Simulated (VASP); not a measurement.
Set up this calculation in VASP 6.6.1, as the native input.

| Quantity | Value |
| --- | --- |
| Task | single point |
| Functional | PBE |
| Potentials or basis | VASP PAW PBE potentials, release 64 (Ni) |
| Cutoff | 520 eV |
| k mesh | 15 × 15 × 15 |
| Occupations | methfessel-paxton, width 0.1 eV |
| Spin | no spin polarisation |
| Dipole correction | no |
| Further INCAR settings | ALGO = Normal; EDIFF = 1e-06; NBANDS = 11 |

The structure of Ni lies in POSCAR:

```
Ni
1.0
    0.0000000000      1.7572466680      1.7572466680
    1.7572466680      0.0000000000      1.7572466680
    1.7572466680      1.7572466680      0.0000000000
Ni
1
Direct
    0.0000000000      0.0000000000      0.0000000000
```

These files were run (other wordings do the same):

INCAR

```
SYSTEM = Ni
PREC = Accurate
ENCUT = 520
EDIFF = 1E-6
ISMEAR = 1
SIGMA = 0.1
LREAL = .FALSE.
LASPH = .TRUE.
NELM = 100
ALGO = Normal
ISIF = 2
LWAVE = .FALSE.
LCHARG = .TRUE.
GGA = PE
LELF = .TRUE.
LVHAR = .TRUE.
NBANDS = 11
```

KPOINTS

```
Automatic mesh
0
G
  15 15 15
  0 0 0
```

Potentials or basis: VASP PAW PBE potentials, release 64 (Ni).

Run with:

```console
$ cat potpaw_PBE.64/Ni/POTCAR > POTCAR
$ mpirun -np 1 vasp_std > vasp.out
```

It gave:

| Property | Result |
| --- | --- |
| Pressure | -0.7 GPa |
| Band gap on the k mesh | zero (band 5 reaches 9.37 eV, above the bottom of band 6 at 8.43 eV) |

Caveat: the run has no spin polarisation, though such a crystal can be magnetic.

Run time: 33 s on 1 thread of AMD EPYC 7R13 (shared host), peak memory 0.1 GiB.
